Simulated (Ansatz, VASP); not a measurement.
**TiNi in VASP and in Ansatz**

POSCAR

```
TiNi
1.0
    2.9880661300      0.0000000000      0.0000000000
    0.0000000000      2.9880661300      0.0000000000
    0.0000000000      0.0000000000      2.9880661300
Ti Ni
1 1
Direct
    0.5000000000      0.5000000000      0.5000000000
    0.0000000000      0.0000000000      0.0000000000
```

File INCAR.step1:

```
SYSTEM = TiNi
  PREC = Accurate
  ENCUT = 520
  ISMEAR = 0
  SIGMA = 0.1
  LREAL = .False.
  LASPH = .True.
  NELM = 150
  ISPIN = 2
  MAGMOM = 0 2
  LMAXMIX = 4
  NBANDS = 22
  GGA = PE
  ALGO = Normal
  EDIFF = 1E-4
  LWAVE = .True.
  LCHARG = .False.
```

INCAR.step2

```
SYSTEM = TiNi
  PREC = Accurate
  ENCUT = 520
  EDIFF = 1E-7
  ISMEAR = 0
  SIGMA = 0.1
  LREAL = .False.
  LASPH = .True.
  NELM = 150
  ALGO = Normal
  ISIF = 2
  LWAVE = .False.
  LCHARG = .False.
  ISPIN = 2
  MAGMOM = 0 2
  LORBIT = 11
  LMAXMIX = 4
  METAGGA = R2SCAN
  LMIXTAU = .True.
  NBANDS = 22
  ISTART = 1
```

KPOINTS

```
Automatic mesh
0
Gamma
  6 6 6
  0 0 0
```

Input for Ansatz:

```yaml
crystal:
  lattice:
    - [2.98806613, 0.0, 0.0]
    - [0.0, 2.98806613, 0.0]
    - [0.0, 0.0, 2.98806613]
  atoms:
    - { symbol: Ti, position: [0.5, 0.5, 0.5] }
    - { symbol: Ni, position: [0.0, 0.0, 0.0], spin: 2.0 }
basis:
  ecutwfc: 500
kpoints:
  mp_grid: { grid: [6, 6, 6] }
hamiltonian:
  xc: r2scan
scf:
  occupations: { method: gaussian, width: 0.1 }
  lower_state_search: "off"
output:
  forces: true
  stress: true
  eigenvalues: true
  populations: true
magnetization:
  spin_polarized: true
```

Alike in both runs: task single point; functional r2SCAN; k mesh 6 × 6 × 6; occupations gaussian, width 0.1 eV; collinear spin.

|  | VASP | Ansatz |
| --- | --- | --- |
| version | VASP 6.6.1 | Ansatz 0.2.0 |
| potentials or method | VASP PAW PBE potentials, release 64 (Ti_sv, Ni), cutoff 520 eV | scalar-relativistic, plane waves, PAW |
| valence electrons in the cell | 22 | 30 |

Ansatz gave:

| Quantity | Value |
| --- | --- |
| gap on the k mesh at the Fermi level (eV) | none |
| pressure (GPa) | 0.8 |
| net moment per atom (μB) | 0.46 |
| size of the moment on the site where the two differ most (μB) | 0.45 |

Problem. What did VASP give for the same quantities?

Solution. gap on the k mesh at the Fermi level (eV): none; pressure (GPa): 1.3; net moment per atom (μB): 0.46; size of the moment on the site where the two differ most (μB): 0.48.

VASP's potentials were made for PBE, not for r2SCAN. Site moments also hang on the region over which each program counts them. A gap of «none» marks a metal or a gap that the smearing closes. VASP's potentials hold 22 valence electrons a cell and Ansatz's 30, so a difference there can come from the potentials and not from the codes. Ansatz's warnings: stability check not made.
